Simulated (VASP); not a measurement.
# Bi (P6/mmm) in VASP: elastic constants with PBE

Aim: the elastic constants of Bi with PBE.

Program: VASP 6.6.1. These are calculated values, not measurements. Logs are shortened: lines on timing, memory, paths and dates and some standing lists are left out, and cuts for length are marked.

## 1. The cell of the first run

It takes space group P6/mmm (No. 191, hexagonal). Conventional cell: a = 3.439 Å, b = 3.439 Å, c = 3.300 Å, α = 90.00°, β = 90.00°, γ = 120.00°. Within 4.3 Å of Bi (site symmetry 6/mmm) lie 8 Bi at 3.30 to 3.44 Å.

This isn't the form of Bi at room conditions, which is rhombohedral.

## 2. Elastic constants, PBE

Contents of INCAR:

```
SYSTEM = Bi
PREC = Accurate ; ENCUT = 600
EDIFF = 1E-8 ; ISMEAR = -1
SIGMA = 0.15 ; LREAL = .False.
LASPH = .True. ; NELM = 80
ALGO = Fast ; ISIF = 3
LWAVE = .False. ; LCHARG = .False.
GGA = PE ; IBRION = 6
NFREE = 2 ; POTIM = 0.015
NSW = 1 ; KPAR = 4
```

Contents of KPOINTS:

```
regular mesh
0
Gamma
  18 18 16
  0 0 0
```

Contents of POSCAR:

```
Bi
1.0
    3.4385488116      0.0000000000      0.0000000000
   -1.7192744058      2.9778706230      0.0000000000
    0.0000000000      0.0000000000      3.3004310174
Bi
1
Direct
    0.0000000000      0.0000000000      0.5000000000
```

Potentials or basis: VASP PAW PBE potentials, release 64 (Bi_d).

On the command line:

```bash
$ cat potpaw_PBE.64/Bi_d/POTCAR > POTCAR
$ mpirun -np 4 vasp_std > vasp.out
```

OUTCAR:

```text
SYSTEM = Bi
   PREC = Accurate
   ENCUT = 600
   EDIFF = 1E-8
   ISMEAR = -1
   LREAL = .False.
   LASPH = .True.
   NELM = 80
   ISIF = 3
   GGA = PE
   IBRION = 6
   NFREE = 2
   POTIM = 0.015
   NSW = 1

 ion  position               nearest neighbor table
   1  0.000  0.000  0.500-

  LATTYP: Found a hexagonal cell.
 ALAT       =     3.4385488116
 C/A-ratio  =     0.9598325335

  Lattice vectors:

 A1 = (   3.4385488116,   0.0000000000,   0.0000000000)
 A2 = (  -1.7192744058,   2.9778706230,   0.0000000000)
 A3 = (   0.0000000000,   0.0000000000,   3.3004310174)

Analysis of symmetry for initial positions (statically):
=====================================================================
 Subroutine PRICEL returns:
 Original cell was already a primitive cell.

 Routine SETGRP: Setting up the symmetry group for a
 hexagonal supercell.

 Subroutine GETGRP returns: Found 24 space group operations
 (whereof 24 operations were pure point group operations)
 out of a pool of 24 trial point group operations.

The static configuration has the point symmetry D_6h.

Analysis of symmetry for dynamics (positions and initial velocities):
=====================================================================
 Subroutine PRICEL returns:
 Original cell was already a primitive cell.

 Routine SETGRP: Setting up the symmetry group for a
 hexagonal supercell.

 Subroutine GETGRP returns: Found 24 space group operations
 (whereof 24 operations were pure point group operations)
 out of a pool of 24 trial point group operations.

The dynamic configuration has the point symmetry D_6h.

 Subroutine INISYM returns: Found 24 space group operations
 (whereof 24 operations are pure point group operations),
 and found     1 'primitive' translations

----------------------------------------------------------------------------------------

                                     Primitive cell

  volume of cell :      33.7949

  direct lattice vectors                    reciprocal lattice vectors
     3.438548812  0.000000000  0.000000000     0.290820359  0.167905213  0.000000000
    -1.719274406  2.977870623  0.000000000     0.000000000  0.335810425  0.000000000
     0.000000000  0.000000000  3.300431017     0.000000000  0.000000000  0.302990729

  length of vectors
     3.438548812  3.438548812  3.300431017     0.335810425  0.335810425  0.302990729

  position of ions in fractional coordinates (direct lattice)
     0.000000000  0.000000000  0.500000000

  ion indices of the primitive-cell ions
   primitive index   ion index
                 1           1

----------------------------------------------------------------------------------------

 KPOINTS: regular mesh

Automatic generation of k-mesh.
 Grid dimensions read from file:
 generate k-points for:   18   18   16

 Generating k-lattice:

  Cartesian coordinates                     Fractional coordinates (reciprocal lattice)
     0.016156687  0.009328067  0.000000000     0.055555556  0.000000000  0.000000000
     0.000000000  0.018656135  0.000000000     0.000000000  0.055555556  0.000000000
     0.000000000  0.000000000  0.018936921     0.000000000  0.000000000  0.062500000

  Length of vectors
[... 100 lines left out ...]
  ---------------------------------------------------
  ext. energy  EPLUGINS =         0.00000000
  ---------------------------------------------------
  free energy    TOTEN  =        -3.84657723 eV

  energy without entropy =       -3.80425329  energy(sigma->0) =       -3.82541526

------------------------ aborting loop because EDIFF is reached ----------------------------------------

  FORCE on cell =-STRESS in cart. coord.  units (eV):
  Direction    XX          YY          ZZ          XY          YZ          ZX
  --------------------------------------------------------------------------------------
  -------------------------------------------------------------------------------------
  Total       -0.0052667     -0.0052667     -0.0043123      0.0000000      0.0000000      0.0000000
  in kB       -0.2496897     -0.2496897     -0.2044404      0.0000000      0.0000000      0.0000000
  external PRESSURE =      -0.2346066 kB  Pullay stress =       0.0000000 kB
[... 86 lines left out ...]
  FREE ENERGIE OF THE ION-ELECTRON SYSTEM (eV)
  ---------------------------------------------------
  free  energy   TOTEN  =        -3.8444564144 eV

  energy  without entropy=       -3.8028920451  energy(sigma->0) =       -3.82367423

[... ionic steps 4 to 14 ...]

--------------------------------------- Ionic step       15  -------------------------------------------

 number of electron      15.0000002 magnetization

------------------------ aborting loop because EDIFF is reached ----------------------------------------
[... 65 lines left out ...]
--------------------------------------- Ionic step       17  -------------------------------------------

 number of electron      15.0000002 magnetization

 Free energy of the ion-electron system (eV)
  ---------------------------------------------------
  ext. energy  EPLUGINS =         0.00000000
  ---------------------------------------------------
  free energy    TOTEN  =        -3.84657436 eV

  energy without entropy =       -3.80425040  energy(sigma->0) =       -3.82541238

 E-fermi :   6.8807     XC(G=0):  -9.8255

 val. band max:        6.8728056336   @ k =   0.2778   0.0000   0.5000
 cond. band min:       6.9475667802   @ k =   0.1667   0.1111   0.2500
 fundamental gap:      0.0747611466
 Fermi energy:         6.8807399200

 k-point     1 :       0.0000    0.0000    0.0000
  band No.  band energies     occupation
      1     -16.1504      2.00000
      2     -16.0463      2.00000
      3     -16.0463      2.00000
      4     -15.8837      2.00000
      5     -15.8837      2.00000
      6      -6.2755      2.00000
      7       9.5738      0.00000
      8      11.1812      0.00000
      9      11.1812      0.00000
     10      13.3889      0.00000
     11      15.3310      0.00000
[... 309 lines left out ...]
 k-point    24 :       0.3889    0.1111    0.0000
  band No.  band energies     occupation
      1     -16.1119      2.00000
      2     -16.0041      2.00000
      3     -15.9456      2.00000
      4     -15.9043      2.00000
      5     -15.8944      2.00000
      6      -3.8503      2.00000
      7       2.4105      2.00000
      8       7.1263      0.32568
      9      12.0833      0.00000
     10      14.3002      0.00000
     11      16.4278      0.00000

 [... further k-points ...]

------------------------ aborting loop because EDIFF is reached ----------------------------------------

  FORCE on cell =-STRESS in cart. coord.  units (eV):
  Direction    XX          YY          ZZ          XY          YZ          ZX
  --------------------------------------------------------------------------------------
  -------------------------------------------------------------------------------------
  Total       -0.0048641     -0.0048641     -0.0042532      0.0000000     -0.0000000     -0.0000000
  in kB       -0.2305998     -0.2305998     -0.2016375      0.0000000     -0.0000000     -0.0000000
  external PRESSURE =      -0.2209457 kB  Pullay stress =       0.0000000 kB
[... 16 lines left out ...]
  FREE ENERGIE OF THE ION-ELECTRON SYSTEM (eV)
  ---------------------------------------------------
  free  energy   TOTEN  =        -3.8465743639 eV

  energy  without entropy=       -3.8042503997  energy(sigma->0) =       -3.82541238

 INTERNAL STRAIN TENSORS FROM STRAINED CELLS
 ============================================

 INTERNAL STRAIN TENSOR FOR ION    1 for displacements in x,y,z  (eV/Angst):
          X           Y           Z          XY          YZ          ZX
  --------------------------------------------------------------------------------
  x     0.00000    -0.00000     0.00000    -0.00000    -0.00000     0.00000
  y     0.00000     0.00000     0.00000     0.00000     0.00000     0.00000
  z     0.00000     0.00000     0.00000     0.00000     0.00000     0.00000

 INTERNAL STRAIN TENSORS FROM DISPLACED ATOMS
 ============================================

 INTERNAL STRAIN TENSOR FOR ION    1 for displacements in x,y,z  (eV/Angst):
          X           Y           Z          XY          YZ          ZX
  --------------------------------------------------------------------------------
  x     0.00000     0.00000     0.00000     0.00000     0.00000     0.00000
  y     0.00000     0.00000     0.00000     0.00000     0.00000     0.00000
  z     0.00000     0.00000     0.00000     0.00000     0.00000     0.00000

 Eigenvectors and eigenvalues of the dynamical matrix
 ----------------------------------------------------

   1 f  =    0.000000 THz     0.000000 2PiTHz    0.000000 cm-1     0.000000 meV
             X         Y         Z           dx          dy          dz
      0.000000  0.000000  1.650216     1.000000    0.000000    0.000000

   2 f  =    0.000000 THz     0.000000 2PiTHz    0.000000 cm-1     0.000000 meV
             X         Y         Z           dx          dy          dz
      0.000000  0.000000  1.650216     0.000000    1.000000    0.000000

   3 f/i=    0.000000 THz     0.000000 2PiTHz    0.000000 cm-1     0.000000 meV
             X         Y         Z           dx          dy          dz
      0.000000  0.000000  1.650216     0.000000    0.000000    1.000000

--------------------------------------------------------------------------------------------------------

 ELASTIC MODULI CONTR FROM IONIC RELAXATION (kBar)
 Direction    XX          YY          ZZ          XY          YZ          ZX
 --------------------------------------------------------------------------------
 XX           0.0000      0.0000      0.0000      0.0000      0.0000      0.0000
 YY           0.0000      0.0000      0.0000      0.0000      0.0000      0.0000
 ZZ           0.0000      0.0000      0.0000      0.0000      0.0000      0.0000
 XY           0.0000      0.0000      0.0000      0.0000      0.0000      0.0000
 YZ           0.0000      0.0000      0.0000      0.0000      0.0000      0.0000
 ZX           0.0000      0.0000      0.0000      0.0000      0.0000      0.0000
 --------------------------------------------------------------------------------

 TOTAL ELASTIC MODULI (kBar)
 Direction    XX          YY          ZZ          XY          YZ          ZX
 --------------------------------------------------------------------------------
 XX         866.6519    509.8559    104.2176      0.0000      0.0000     -0.0000
 YY         509.8559    866.6519    104.2176      0.0000      0.0000     -0.0000
 ZZ         104.2176    104.2176   1203.2484      0.0000     -0.0000     -0.0000
 XY           0.0000     -0.0000      0.0000    178.3980      0.0000      0.0000
 YZ           0.0000      0.0000     -0.0000      0.0000     67.4340      0.0000
 ZX          -0.0000      0.0000     -0.0000      0.0000      0.0000     67.4340
 --------------------------------------------------------------------------------
```

Wall time 46 min (4 MPI ranks of Oxide Virtual Turin-like, shared host); peak memory 1.1 GiB.

What came out:

```yaml
Voigt_bulk_modulus: 49 GPa
```

Elastic tensor in Voigt notation (GPa, in the Cartesian axes of the cell as first typed):
```
 87  51  10   0   0   0
 51  87  10   0   0   0
 10  10 120   0   0   0
  0   0   0   7   0   0
  0   0   0   0   7   0
  0   0   0   0   0  18
```

Clamped-ion elastic tensor (GPa):
```
 87  51  10   0   0   0
 51  87  10   0   0   0
 10  10 120   0   0   0
  0   0   0   7   0   0
  0   0   0   0   7   0
  0   0   0   0   0  18
```

Caveat: spin-orbit coupling is left out, which moves the levels of the heavy elements.
